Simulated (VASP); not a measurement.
Set up this calculation in VASP 6.6.1, as the native input.

- Task: single point
- Functional: LDA
- Potentials or basis: VASP PAW LDA potentials, release 64 (Pb_d, O)
- Cutoff: 520 eV
- k mesh: 12 × 12 × 12
- Occupations: gaussian, width 0.05 eV
- Spin: no spin polarisation
- Dipole correction: no
- Further INCAR settings: ALGO = Normal; EDIFF = 1e-06; NBANDS = 20

The structure of PbO2 lies in POSCAR:

```
PbO2
1.0
    1.7231622733      0.9948682024      4.4478535782
   -1.7231622733      0.9948682024      4.4478535782
    0.0000000000     -1.9897364047      4.4478535782
Pb O
1 2
Direct
    0.0000000000      0.0000000000      0.0000000000
    0.2556547323      0.2556547323      0.2556547323
    0.7443452677      0.7443452677      0.7443452677
```

One way to write it, as run:

INCAR

```
SYSTEM = PbO2
PREC = Accurate
ENCUT = 520
EDIFF = 1E-6
ISMEAR = 0
SIGMA = 0.05
LREAL = .False.
LASPH = .True.
NELM = 60
ALGO = Normal
ISIF = 2
LWAVE = .False.
LCHARG = .True.
LELF = .True.
LVHAR = .True.
NBANDS = 20
```

KPOINTS

```
Automatic mesh
0
Gamma
  12 12 12
  0 0 0
```

Potentials or basis: VASP PAW LDA potentials, release 64 (Pb_d, O).

Launch:

```sh
$ cat potpaw_LDA.64/Pb_d/POTCAR potpaw_LDA.64/O/POTCAR > POTCAR
$ mpirun -np 1 vasp_std > vasp.out
```

Results of the run:

The pressure is -8.1 GPa and the largest force is 0.383 eV/Å.

It took 3.3 min on 1 thread of Intel Xeon 6975P-C, with other jobs on the host, peak memory 0.29 GiB.
